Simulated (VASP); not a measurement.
Crystal: Au.

```
Au
1.0
     0.00000    2.04550    2.04550
     2.04550    0.00000    2.04550
     2.04550    2.04550    0.00000
Au
1
Direct
  0.00000 0.00000 0.00000
```

Program: VASP 6.6.1. Alike in all runs: level PBE; potentials or basis VASP PAW PBE potentials, release 64 (Au); cell as given; k mesh 14 × 14 × 14; cutoff (eV) 520; smearing fermi-dirac 0.08 eV. Hardware: 1 thread of Intel Xeon 8259CL (shared host).

Problem. Order these runs on this cell by their wall time, lowest first.
A. task electric field gradients; spin non-collinear, zero start, SOC
B. task single point; spin off
C. task density of states; spin off; k mesh for the DOS 21 × 21 × 21; occupations for the DOS tetrahedron

Solution. B (19 s), C (61 s), A (130 s).

Caveats: spin-orbit coupling is left out, which moves the levels of the heavy elements (some runs).
